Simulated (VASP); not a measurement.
# Ca (P4/mmm) in VASP: single point with PBEsol

Aim: the single point of Ca with PBEsol.

All numbers are computed with VASP 6.6.1; they aren't measurements. Logs are shortened: lines on timing, memory, paths and dates and some standing lists are left out, and cuts for length are marked.

## Step 1: The cell of the first run

It takes space group P4/mmm (No. 123, tetragonal). The conventional cell has a = 3.447 Å, b = 3.447 Å, c = 3.585 Å, α = 90.00°, β = 90.00°, γ = 90.00°. Ca (site symmetry 4/mmm) has 6 Ca at 3.45 to 3.59 Å within 4.5 Å.

## Step 2: Single point, PBEsol (strain +0.0400 x Voigt [0, 0, 1, 0, 0, 0])

File INCAR:

```
SYSTEM = Ca
ALGO = Fast ; EDIFF = 1E-7
ENCUT = 520 ; GGA = PS
ISIF = 2 ; ISMEAR = 0
LASPH = .True. ; LCHARG = .False.
LREAL = .False. ; LWAVE = .False.
NBANDS = 11 ; NELM = 60
PREC = Accurate ; SIGMA = 0.15
```

File KPOINTS:

```
k-points
0
Gamma
  18 18 18
  0 0 0
```

File POSCAR:

```
Ca
1.0
    3.4472033558      0.0000000000      0.0000000000
    0.0000000000      3.4472033558      0.0000000000
    0.0000000000      0.0000000000      3.5850914900
Ca
1
Direct
    0.0000000000      0.0000000000      0.0000000000
```

Potentials or basis: VASP PAW PBE potentials, release 64 (Ca_sv).

Run with:

```console
cat potpaw_PBE.64/Ca_sv/POTCAR > POTCAR
mpirun -np 1 vasp_std > vasp.out
```

OUTCAR:

```text
SYSTEM = Ca
   EDIFF = 1E-7
   ENCUT = 520
   GGA = PS
   ISIF = 2
   ISMEAR = 0
   LASPH = .True.
   LREAL = .False.
   NELM = 60
   PREC = Accurate

 ion  position               nearest neighbor table
   1  0.000  0.000  0.000-

  LATTYP: Found a simple tetragonal cell.
 ALAT       =     3.4472033558
 C/A-ratio  =     1.0400000000

  Lattice vectors:

 A1 = (   3.4472033558,   0.0000000000,   0.0000000000)
 A2 = (   0.0000000000,   3.4472033558,   0.0000000000)
 A3 = (   0.0000000000,   0.0000000000,   3.5850914900)

Analysis of symmetry for initial positions (statically):
=====================================================================
 Subroutine PRICEL returns:
 Original cell was already a primitive cell.

 Routine SETGRP: Setting up the symmetry group for a
 simple tetragonal supercell.

 Subroutine GETGRP returns: Found 16 space group operations
 (whereof 16 operations were pure point group operations)
 out of a pool of 16 trial point group operations.

The static configuration has the point symmetry D_4h.

Analysis of symmetry for dynamics (positions and initial velocities):
=====================================================================
 Subroutine PRICEL returns:
 Original cell was already a primitive cell.

 Routine SETGRP: Setting up the symmetry group for a
 simple tetragonal supercell.

 Subroutine GETGRP returns: Found 16 space group operations
 (whereof 16 operations were pure point group operations)
 out of a pool of 16 trial point group operations.

The dynamic configuration has the point symmetry D_4h.

 Subroutine INISYM returns: Found 16 space group operations
 (whereof 16 operations are pure point group operations),
 and found     1 'primitive' translations

----------------------------------------------------------------------------------------

                                     Primitive cell

  volume of cell :      42.6024

  direct lattice vectors                    reciprocal lattice vectors
     3.447203356  0.000000000  0.000000000     0.290090226  0.000000000  0.000000000
     0.000000000  3.447203356  0.000000000     0.000000000  0.290090226  0.000000000
     0.000000000  0.000000000  3.585091490     0.000000000  0.000000000  0.278932909

  length of vectors
     3.447203356  3.447203356  3.585091490     0.290090226  0.290090226  0.278932909

  position of ions in fractional coordinates (direct lattice)
     0.000000000  0.000000000  0.000000000

  ion indices of the primitive-cell ions
   primitive index   ion index
                 1           1

----------------------------------------------------------------------------------------

 KPOINTS: k-points

Automatic generation of k-mesh.
 Grid dimensions read from file:
 generate k-points for:   18   18   18

 Generating k-lattice:

  Cartesian coordinates                     Fractional coordinates (reciprocal lattice)
     0.016116124  0.000000000  0.000000000     0.055555556  0.000000000  0.000000000
     0.000000000  0.016116124  0.000000000     0.000000000  0.055555556  0.000000000
     0.000000000  0.000000000  0.015496273     0.000000000  0.000000000  0.055555556

  Length of vectors
     0.016116124  0.016116124  0.015496273

  Shift w.r.t. Gamma in fractional coordinates (k-lattice)
     0.000000000  0.000000000  0.000000000

 Subroutine IBZKPT returns following result:
 ===========================================

 Found    550 irreducible k-points:

 Following reciprocal coordinates:
            Coordinates               Weight
  0.000000  0.000000  0.000000      1.000000
  0.055556  0.000000  0.000000      4.000000
  0.111111  0.000000  0.000000      4.000000
  0.166667  0.000000  0.000000      4.000000
  0.222222  0.000000  0.000000      4.000000
  0.277778  0.000000  0.000000      4.000000
[... 16 lines left out ...]
  0.277778  0.111111  0.000000      8.000000
  0.333333  0.111111  0.000000      8.000000
 [... further k-points ...]
   k-points           NKPTS =    550   k-points in BZ     NKDIM =    550   number of bands    NBANDS=     11
   number of dos      NEDOS =    301   number of ions     NIONS =      1
   total plane-waves  NPLWV =  21952
   dimension x,y,z NGX =    28 NGY =   28 NGZ =   28
   dimension x,y,z NGXF=    56 NGYF=   56 NGZF=   56
   ions per type =               1
   NGX,Y,Z   is equivalent  to a cutoff of  13.50, 13.50, 12.98 a.u.
   NGXF,Y,Z  is equivalent  to a cutoff of  27.01, 27.01, 25.97 a.u.
 SYSTEM =  Ca
   PREC   = accura    normal or accurate (medium, high low for compatibility)
   ISTART =      0    job   : 0-new  1-cont  2-samecut
   ICHARG =      2    charge: 1-file 2-atom 10-const
   ISPIN  =      1    spin polarized calculation?
   LNONCOLLINEAR =      F non collinear calculations
   LSORBIT =      F    spin-orbit coupling
   LASPH  =      T    aspherical Exc in radial PAW
   ENCUT  =  520.0 eV  38.22 Ry    6.18 a.u.   6.41  6.41  6.67*2*pi/ulx,y,z
   NELM   =     60;   NELMIN=  2; NELMDL= -5     # of ELM steps
   EDIFF  = 0.1E-06   stopping-criterion for ELM
   LREAL  =      F    real-space projection
   EDIFFG = 0.1E-05   stopping-criterion for IOM
   NSW    =      0    number of steps for IOM
   IBRION =     -1    ionic relax: 0-MD 1-quasi-New 2-CG
   NFREE  =      0    steps in history (QN), initial steepest desc. (CG)
   ISIF   =      2    stress and relaxation
   ISYM   =      2    0-nonsym 1-usesym 2-fastsym
   POTIM  = 0.5000    time-step for ionic-motion
   TEBEG  =    0.0;   TEEND  =   0.0 temperature during run
   PSTRESS=    0.0 pullay stress
   NELECT =      10.0000    total number of electrons
   NUPDOWN=      -1.0000    fix difference up-down
   EMIN   =  10.00;   EMAX   =-10.00  energy-range for DOS
   EFERMI =   0.00;   METHOD = LEGACY
   ISMEAR =     0;   SIGMA  =   0.15  broadening in eV -4-tet -1-fermi 0-gaus
   EFERMI_NEDOS =   21; number of points for ismear=-14 and -15
   IALGO  =     68    algorithm
   IMIX   =      4    mixing-type and parameters
     AMIX     =   0.40;   BMIX     =  1.00
     AMIX_MAG =   1.60;   BMIX_MAG =  1.00
  volume/ion in A,a.u.               =      42.60       287.50
  Fermi-wavevector in a.u.,A,eV,Ry     =   1.009865  1.908369 13.875603  1.019828
  Thomas-Fermi vector in A             =   2.142820
   LORBIT       =      0    0 simple, 1 ext, 2 COOP (PROOUT), +10 PAW based schemes
   GGA     = PS    functional components
   LHFCALC =     F    Hartree Fock is set to
   AEXX    =    0.0000 exact exchange contribution
   IVDW    =     0    specifies the selected vdW correction
   LEPSILON=     F    determine dielectric tensor
   LRPA    =     F    only Hartree local field effects (RPA)
 non-spin polarized calculation
 RMM-DIIS sequential band-by-band and
 Gauss-broadening in eV      SIGMA  =   0.15
  energy-cutoff  :      520.00
  volume of cell :       42.60
 maximum number of plane-waves:      1173
 NGX is ok and might be reduce to    28
   NGX = 13   NGY = 13   NGZ = 13

 number of electron      10.0000002 magnetization

 Free energy of the ion-electron system (eV)
  ---------------------------------------------------
  ext. energy  EPLUGINS =         0.00000000
  ---------------------------------------------------
  free energy    TOTEN  =        -1.73735096 eV

  energy without entropy =       -1.72602649  energy(sigma->0) =       -1.73168873

 E-fermi :   1.7484     XC(G=0):  -7.7581

 val. band max:        1.7474396273   @ k =   0.4444   0.0556   0.1667
 cond. band min:       1.7584909096   @ k =   0.4444   0.2222   0.5000
 fundamental gap:      0.0110512823
 Fermi energy:         1.7484178803

 k-point     1 :       0.0000    0.0000    0.0000
  band No.  band energies     occupation
      1     -40.2484      2.00000
      2     -21.2270      2.00000
      3     -21.1969      2.00000
      4     -21.1969      2.00000
      5      -2.1149      2.00000
      6       2.5567      0.00000
      7       2.5596      0.00000
      8       5.8643      0.00000
      9       5.8643      0.00000
     10       5.9821      0.00000
     11       9.8024      0.00000

 k-point     2 :       0.0556    0.0000    0.0000
  band No.  band energies     occupation
      1     -40.2477      2.00000
      2     -21.2263      2.00000
      3     -21.2048      2.00000
      4     -21.1963      2.00000
      5      -2.0690      2.00000
      6       2.5722      0.00000
      7       2.5779      0.00000
      8       5.8011      0.00000
      9       5.8681      0.00000
     10       5.9289      0.00000
     11       9.8987      0.00000

 k-point     3 :       0.1111    0.0000    0.0000
  band No.  band energies     occupation
      1     -40.2457      2.00000
      2     -21.2273      2.00000
      3     -21.2243      2.00000
      4     -21.1944      2.00000
      5      -1.9330      2.00000
      6       2.6137      0.00000
      7       2.6288      0.00000
      8       5.6321      0.00000
      9       5.7838      0.00000
     10       5.8791      0.00000
     11       9.6524      0.00000

 k-point     4 :       0.1667    0.0000    0.0000
  band No.  band energies     occupation
      1     -40.2426      2.00000
      2     -21.2616      2.00000
      3     -21.2212      2.00000
      4     -21.1915      2.00000
      5      -1.7110      2.00000
      6       2.6704      0.00000
      7       2.6950      0.00000
      8       5.4019      0.00000
      9       5.5809      0.00000
     10       5.8961      0.00000
     11       8.8575      0.00000
[... 239 lines left out ...]
 k-point    22 :       0.2222    0.1111    0.0000
  band No.  band energies     occupation
      1     -40.2361      2.00000
      2     -21.3003      2.00000
      3     -21.2176      2.00000
      4     -21.2149      2.00000
      5      -1.2363      2.00000
      6       2.7802      0.00000
      7       2.8501      0.00000
      8       5.0862      0.00000
      9       5.1722      0.00000
     10       5.7282      0.00000
     11       8.4174      0.00000

 k-point    23 :       0.2778    0.1111    0.0000
  band No.  band energies     occupation
      1     -40.2321      2.00000
      2     -21.3441      2.00000
      3     -21.2136      2.00000
      4     -21.2109      2.00000
      5      -0.8697      2.00000
      6       2.7076      0.00000
      7       2.9487      0.00000
      8       4.8913      0.00000
      9       4.9466      0.00000
     10       5.7540      0.00000
     11       7.8539      0.00000

 k-point    24 :       0.3333    0.1111    0.0000
  band No.  band energies     occupation
      1     -40.2283      2.00000
      2     -21.3850      2.00000
      3     -21.2098      2.00000
      4     -21.2072      2.00000
      5      -0.4447      2.00000
      6       2.4841      0.00000
      7       3.0491      0.00000
      8       4.7523      0.00000
      9       4.7602      0.00000
     10       5.7798      0.00000
     11       7.4800      0.00000

 [... further k-points ...]

------------------------ aborting loop because EDIFF is reached ----------------------------------------

  FORCE on cell =-STRESS in cart. coord.  units (eV):
  Direction    XX          YY          ZZ          XY          YZ          ZX
  --------------------------------------------------------------------------------------
  -------------------------------------------------------------------------------------
  Total        0.1097707      0.1097707     -0.4490759      0.0000000      0.0000000      0.0000000
  in kB        4.1282206      4.1282206    -16.8887036      0.0000000      0.0000000      0.0000000
  external PRESSURE =      -2.8774208 kB  Pullay stress =       0.0000000 kB

 VOLUME and BASIS-vectors are now :
 -----------------------------------------------------------------------------
  energy-cutoff  :      520.00
  volume of cell :       42.60
      direct lattice vectors                 reciprocal lattice vectors
     3.447203356  0.000000000  0.000000000     0.290090226  0.000000000  0.000000000
     0.000000000  3.447203356  0.000000000     0.000000000  0.290090226  0.000000000
     0.000000000  0.000000000  3.585091490     0.000000000  0.000000000  0.278932909

 POSITION                                       TOTAL-FORCE (eV/Angst)
 -----------------------------------------------------------------------------------
      0.00000      0.00000      0.00000         0.000000      0.000000      0.000000
 -----------------------------------------------------------------------------------
    total drift:                               -0.000000     -0.000000     -0.000000

  FREE ENERGIE OF THE ION-ELECTRON SYSTEM (eV)
  ---------------------------------------------------
  free  energy   TOTEN  =        -1.7373509611 eV

  energy  without entropy=       -1.7260264937  energy(sigma->0) =       -1.73168873
```

It took 6.4 min on 1 thread of AMD EPYC 7R43 (Zen 3), shared host; peak memory 0.32 GiB.

What came out:

```yaml
Free_energy: -1.7374 eV
Pressure: -0.3 GPa
Band_gap_on_the_k_mesh: zero (bands 5 and 6 overlap by 1.18 eV)
```

Caveat: the cell differs from its parent crystal (strain +0.0400 x Voigt [0, 0, 1, 0, 0, 0]); the PAW data sets were made with another functional, which shifts forces and pressure a little.
